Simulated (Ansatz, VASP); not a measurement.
## Ti in VASP and in Ansatz

Contents of INCAR:

```
ALGO     = Normal         # electronic algorithm
EDIFF    = 1E-7           # SCF threshold, eV
ENCUT    = 520            # plane-wave cutoff, eV
GGA      = PE             # functional
ISIF     = 2              # what is computed and relaxed
ISMEAR   = -1             # smearing method
LASPH    = T              # aspherical terms in the spheres
LCHARG   = F              # write CHGCAR
LREAL    = F              # projectors in reciprocal space
LWAVE    = F              # write WAVECAR
NBANDS   = 12             # bands
NELM     = 100            # most SCF steps
PREC     = Accurate       # precision mode
SIGMA    = 0.08           # smearing width, eV
```

The input KPOINTS:

```
k-points
0
Gamma
  18 18 18
```

Contents of POSCAR:

```
Ti
1.0
    0.0000000000      1.8771615957      1.8771615957
    1.8771615957      0.0000000000      1.8771615957
    1.8771615957      1.8771615957      0.0000000000
Ti
1
Direct
    0.0000000000      0.0000000000      0.0000000000
```

Input for Ansatz:

```yaml
crystal:
  lattice:
    - [0.0, 1.8771615957, 1.8771615957]
    - [1.8771615957, 0.0, 1.8771615957]
    - [1.8771615957, 1.8771615957, 0.0]
  atoms:
    - { symbol: Ti, position: [0.0, 0.0, 0.0] }
kpoints:
  mp_grid: { grid: [18, 18, 18] }
scf:
  occupations: { method: fermi_dirac, width: 0.08 }
hamiltonian:
  xc: pbe
  pseudopotentials: { kind: all_electron, lapw: { basis_error: 0.001 } }
output:
  forces: true
  stress: true
  eigenvalues: true
  populations: true
```

Change from the starting cell: volume scaled by 0.76, LAPW.

Alike in both runs: task single point; functional PBE; k mesh 18 × 18 × 18; occupations fermi-dirac, width 0.08 eV; no spin polarisation.

|  | VASP | Ansatz |
| --- | --- | --- |
| version | VASP 6.6.1 | Ansatz 0.2.0 |
| potentials or method | VASP PAW PBE potentials, release 64 (Ti_sv), cutoff 520 eV | all-electron LAPW, scalar-relativistic |

|  | VASP | Ansatz | Ansatz less VASP |
| --- | --- | --- | --- |
| pressure (GPa) | 45.3 | 46.2 | +0.87 |

Both programs put the cell under a high pressure, so it lies far from rest at this level. Ansatz ran all-electron here, and VASP with PAW potentials.
